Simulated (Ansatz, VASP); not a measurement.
## CaGe4N in VASP and in Ansatz

INCAR

```
SYSTEM = CaGe4N
PREC = Accurate
ENCUT = 600
EDIFF = 1E-7
ISMEAR = 0
SIGMA = 0.1
LREAL = .FALSE.
LASPH = .TRUE.
NELM = 100
ALGO = Normal
ISIF = 3
LWAVE = .FALSE.
LCHARG = .FALSE.
GGA = PE
IBRION = 2
NSW = 100
EDIFFG = -0.01
```

Contents of KPOINTS:

```
regular mesh
0
G
  6 6 10
  0 0 0
```

Contents of POSCAR:

```
CaGe4N
1.0
    5.8168220416      0.0000000000      0.0000000000
   -2.9084110208      5.0375156573      0.0000000000
    0.0000000000      0.0000000000      3.9098418443
Ca Ge N
1 4 1
Direct
    0.0000000000      0.0000000000      0.0000000000
    0.6666666667      0.3333333333      0.0000000000
    0.0348857734      0.5174428867      0.5000000000
    0.4825571133      0.5174428867      0.5000000000
    0.4825571133      0.9651142266      0.5000000000
    0.3333333333      0.6666666667      0.0000000000
```

Input for Ansatz:

```yaml
crystal:
  lattice:
    - [5.8168220416, 0.0, 0.0]
    - [-2.9084110208, 5.0375156573, 0.0]
    - [0.0, 0.0, 3.9098418443]
  atoms:
    - { symbol: Ca, position: [0.0, 0.0, 0.0] }
    - { symbol: Ge, position: [0.6666666667, 0.3333333333, 0.0] }
    - { symbol: Ge, position: [0.0348857734, 0.5174428867, 0.5] }
    - { symbol: Ge, position: [0.4825571133, 0.5174428867, 0.5] }
    - { symbol: Ge, position: [0.4825571133, 0.9651142266, 0.5] }
    - { symbol: "N", position: [0.3333333333, 0.6666666667, 0.0] }
basis:
  ecutwfc: 420
kpoints:
  mp_grid: { grid: [6, 6, 10] }
hamiltonian:
  xc: pbe
scf:
  occupations: { method: gaussian, width: 0.1 }
output:
  forces: true
  stress: true
  eigenvalues: true
relax:
  adjacent_minimum: "off"
  f_tol: 0.01
  max_steps: 80
  cell: { stress_tol: 0.05 }
```

Change from the starting cell: species swapped into the PrFeNi4 type (P-6m2, No. 187).

Alike in both runs: task relaxation of cell and atoms; functional PBE; k mesh 6 × 6 × 10; occupations gaussian, width 0.1 eV; no spin polarisation.

|  | VASP | Ansatz |
| --- | --- | --- |
| version | VASP 6.6.1 | Ansatz 0.2.0 |
| potentials or method | VASP PAW PBE potentials, release 64 (Ca_sv, Ge_d, N), cutoff 600 eV | scalar-relativistic, plane waves, PAW |
| valence electrons in the cell | 71 | 71 |

VASP gave:

* gap on the k mesh at the Fermi level, each at its own relaxed structure (eV): none
* relaxed volume (Å³/atom): 19.22
* relaxed length of the cell vector where the two differ most in proportion (Å): 6.012

Task: Which values does Ansatz return?

Result: gap on the k mesh at the Fermi level, each at its own relaxed structure (eV): none; relaxed volume (Å³/atom): 19.21; relaxed length of the cell vector where the two differ most in proportion (Å): 6.008.

A gap of «none» marks a metal or a gap that the smearing closes.
